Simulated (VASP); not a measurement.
A run of VASP 6.6.1 is set up as follows.

File INCAR:

```
PREC = Accurate
ENCUT = 520
EDIFF = 1E-6
ISMEAR = -1
SIGMA = 0.05
LREAL = F
LASPH = T
NELM = 80
ALGO = Normal
ISIF = 2
LWAVE = F
LCHARG = T
GGA = PE
LELF = T
LVHAR = T
NBANDS = 40
```

File KPOINTS:

```
Automatic mesh
0
Gamma
  10 10 10
```

POSCAR

```
Tl2CuO4
1.0
   -1.9267547743      1.9267547743      5.8127552351
    1.9267547743     -1.9267547743      5.8127552351
    1.9267547743      1.9267547743     -5.8127552351
Tl Cu O
2 1 4
Direct
    0.3493790000      0.3493790000      0.0000000000
    0.6506210000      0.6506210000      0.0000000000
    0.0000000000      0.0000000000      0.0000000000
    0.0000000000      0.5000000000      0.5000000000
    0.5000000000      0.0000000000      0.5000000000
    0.2500000000      0.7500000000      0.5000000000
    0.7500000000      0.2500000000      0.5000000000
```

Potentials or basis: VASP PAW PBE potentials, release 64 (Tl_d, Cu, O).

Command:

```sh
$ cat potpaw_PBE.64/Tl_d/POTCAR potpaw_PBE.64/Cu/POTCAR potpaw_PBE.64/O/POTCAR > POTCAR
$ mpirun -np 1 vasp_std > vasp.out
```

What does it give for the band gap on the k mesh?

Zero (an odd number of electrons rules out a gap without spin polarisation).

Predict the largest force.

0.272 eV/Å.

Forces in eV/Å, atoms in the order of the input:
```
Tl   0.000  0.000  0.272
Tl   0.000  0.000 -0.272
Cu   0.000  0.000  0.000
O    0.000  0.000  0.000
O    0.000  0.000  0.000
O    0.000  0.000  0.000
O    0.000  0.000  0.000
```

Caveat: spin-orbit coupling is left out, which moves the levels of the heavy elements; an odd number of electrons without spin polarisation forces a metal; a magnetic or distorted state may lie lower; semilocal functionals often make such compounds metallic where correlation or magnetic order opens a gap, which also shifts bond lengths. With open d or f shells a metallic result of PBE can be an artefact of self-interaction; +U or a hybrid may open a gap.
